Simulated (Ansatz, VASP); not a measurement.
## Au: VASP beside Ansatz

```
Au
1.0
     0.00000    2.04397    2.04397
     2.04397    0.00000    2.04397
     2.04397    2.04397    0.00000
Au
1
Direct
  0.00000 0.00000 0.00000
```

Alike in both runs: functional PBEsol; k mesh 8 × 8 × 8; occupations gaussian, width 0.1 eV; no spin polarisation.

Ansatz relaxed the structure, and its values are those at the end. VASP's run is a single point on that final structure, the one shown.

```csv
,VASP,Ansatz
version,VASP 6.6.1,Ansatz 0.2.0
potentials or method,"VASP PAW PBE potentials, release 64 (Au), cutoff 500 eV","scalar-relativistic, plane waves, PAW"
valence electrons in the cell,11,19
```

|  | VASP | Ansatz | Ansatz less VASP |
| --- | --- | --- | --- |
| gap on the k mesh at the Fermi level (eV) | none | none | - |
| pressure (GPa) | 0.1 | 0.3 | +0.28 |

VASP's potentials were made for PBE, not for PBEsol. A gap of «none» marks a metal or a gap that the smearing closes. VASP's potentials hold 11 valence electrons a cell and Ansatz's 19, so a difference there can come from the potentials and not from the codes.

Neither program's run includes spin-orbit coupling.
